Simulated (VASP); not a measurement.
The system is Ag2Au.

```
CELL_PARAMETERS angstrom
0.00000 3.87121 3.87121
3.87121 0.00000 3.87121
3.87121 3.87121 0.00000
ATOMIC_POSITIONS crystal
Ag 0.62500 0.62500 0.62500
Ag 0.12500 0.62500 0.62500
Ag 0.62500 0.62500 0.12500
Ag 0.62500 0.12500 0.62500
Au 0.00000 0.00000 0.00000
Au 0.25000 0.25000 0.25000
```

| Property | Result |
| --- | --- |
| Program | VASP 6.6.1 |
| Task | relaxation of cell and atoms |
| Functional | PBE |
| Potentials or basis | VASP PAW PBE potentials, release 64 (Ag, Au) |
| Cutoff | 600 eV |
| k mesh | 8 × 8 × 8 |
| Occupations | gaussian, width 0.1 eV |
| Spin | no spin polarisation |

At the start: pressure -2.4 GPa; volume 19.34 Å³/atom.

Problem. How do energy, volume and symmetry change on relaxing?

Solution. Over 3 steps the energy falls by 4.3 meV/atom and the volume is 18.79 Å³/atom (-2.8 %); space group Fd-3m (No. 227, to 0.05 Å).

The path:
| step | energy change (eV) | largest force (eV/Å) | pressure (GPa) | volume (Å³) |
| --- | --- | --- | --- | --- |
| 1 | 0.0000 | 0.0000 | -2.45 | 116.03 |
| 2 | -0.0193 | 0.0000 | 1.39 | 111.14 |
| 3 | -0.0258 | 0.0000 | 0.03 | 112.73 |

Final structure:
```
Ag Au
1.0
     0.00000    3.83419    3.83419
     3.83419    0.00000    3.83419
     3.83419    3.83419    0.00000
Ag Au
4 2
Direct
  0.62500 0.62500 0.62500
  0.12500 0.62500 0.62500
  0.62500 0.62500 0.12500
  0.62500 0.12500 0.62500
  0.00000 0.00000 0.00000
  0.25000 0.25000 0.25000
```
